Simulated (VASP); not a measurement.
**TiO2: single point with PBE**

Crystal: TiO2.

```xyz
12
Lattice="-3.7992 0.0000 0.0000 0.0000 -3.7992 0.0000 0.0000 -1.5197 9.6969" Properties=species:S:1:pos:R:3 pbc="T T T"
Ti    0.0000   -3.7992    6.0606
Ti   -1.8996   -1.8996    1.2121
Ti   -1.8996    0.0000    3.6363
Ti    0.0000   -1.8996    8.4848
O     0.0000    0.0000    8.0630
O    -1.8996   -1.8996    3.2146
O    -1.8996    0.0000    5.6388
O     0.0000   -1.8996    0.7904
O    -1.8996    0.0000    1.6339
O     0.0000   -1.8996    6.4823
O     0.0000    0.0000    4.0581
O    -1.8996   -1.8996    8.9065
```

| Property | Result |
| --- | --- |
| Program | VASP 6.6.1 |
| Task | single point |
| Functional | PBE |
| Potentials or basis | VASP PAW PBE potentials, release 64 (Ti_sv, O) |
| Cutoff | 520 eV |
| k mesh | 7 × 7 × 3 |
| Occupations | gaussian, width 0.05 eV |
| Spin | no spin polarisation |

```
Pressure               : -3.2 GPa
Largest force          : 1.262 eV/Å
Band gap on the k mesh : 1.94 eV (least direct gap 2.19 eV)
```

Forces on the atoms (eV/Å):
```
Ti   0.000 -0.008  0.186
Ti   0.000  0.313  0.107
Ti   0.000  0.008 -0.186
Ti   0.000 -0.313 -0.107
O    0.000 -0.329 -1.218
O    0.000  0.043 -0.516
O    0.000  0.004  0.026
O    0.000  0.392  0.018
O    0.000  0.329  1.218
O    0.000 -0.043  0.516
O    0.000 -0.004 -0.026
O    0.000 -0.392 -0.018
```

Stress tensor (GPa, compression positive):
```
-8.62  0.00  0.00
 0.00 -1.87  3.25
 0.00  3.25  0.89
```

Levels at points of the mesh, in eV from the valence-band top:
| k point | band 46 | band 47 | band 48 | band 49 | band 50 | band 51 |
| --- | --- | --- | --- | --- | --- | --- |
| (0.00, 0.00, 0.00) | -0.42 | -0.40 | -0.29 | 1.99 | 2.05 | 2.44 |

Run time: 5.6 min on 1 thread of Intel(R) Xeon(R) 6975P-C (Granite Rapids) (shared host), peak memory 0.4 GiB.

Caveat: the cell stands under tension; an odd mesh through Γ misses points on the zone boundary, where band edges can lie; forces of over 1 eV/Å act on the atoms, so gaps and moduli don't describe the material at rest.
